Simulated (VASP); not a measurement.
Write the native input for VASP 6.6.1 that does the following.

```
Task                   : single point
Functional             : PBE
Potentials or basis    : VASP PAW PBE potentials, release 64 (H)
Cutoff                 : 520 eV
k mesh                 : 11 × 11 × 11
Occupations            : fermi-dirac, width 0.05 eV
Spin                   : no spin polarisation
Dipole correction      : no
Further INCAR settings : ALGO = Normal; EDIFF = 1e-07; NBANDS = 8
```

The structure of H lies in POSCAR:

```
H
1.0
   -1.1391877030      1.1391877030      1.6113398942
    1.1391877030     -1.1391877030      1.6113398942
    1.1391877030      1.1391877030     -1.6113398942
H
2
Direct
    0.1149199428      0.1149199428      0.0000000000
    0.8850800572      0.8850800572      0.0000000000
```

These files were run (other wordings do the same):

INCAR

```
PREC     = Accurate       # precision mode
ENCUT    = 520            # plane-wave cutoff, eV
EDIFF    = 1E-7           # SCF threshold, eV
ISMEAR   = -1             # smearing method
SIGMA    = 0.05           # smearing width, eV
LREAL    = False          # projectors in reciprocal space
LASPH    = True           # aspherical terms in the spheres
NELM     = 80             # most SCF steps
ALGO     = Normal         # electronic algorithm
ISIF     = 2              # what is computed and relaxed
LWAVE    = False          # write WAVECAR
LCHARG   = False          # write CHGCAR
GGA      = PE             # functional
NBANDS   = 8              # bands
```

KPOINTS

```
regular mesh
0
Gamma
  11 11 11
```

Potentials or basis: VASP PAW PBE potentials, release 64 (H).

The run is started by

```bash
$ cat potpaw_PBE.64/H/POTCAR > POTCAR
$ mpirun -np 1 vasp_std > vasp.out
```

Results of the run:

```json
{
  "Pressure": "19.3 GPa",
  "Largest force": "0.014 eV/Å",
  "Band gap on the k mesh": "6.34 eV, indirect (least direct gap 6.64 eV)"
}
```

Wall time 6.7 s on 1 thread of Intel(R) Xeon(R) Platinum 8259CL CPU @ 2.50GHz (Skylake/Cascade Lake), with other jobs on the host, peak memory 0.11 GiB.
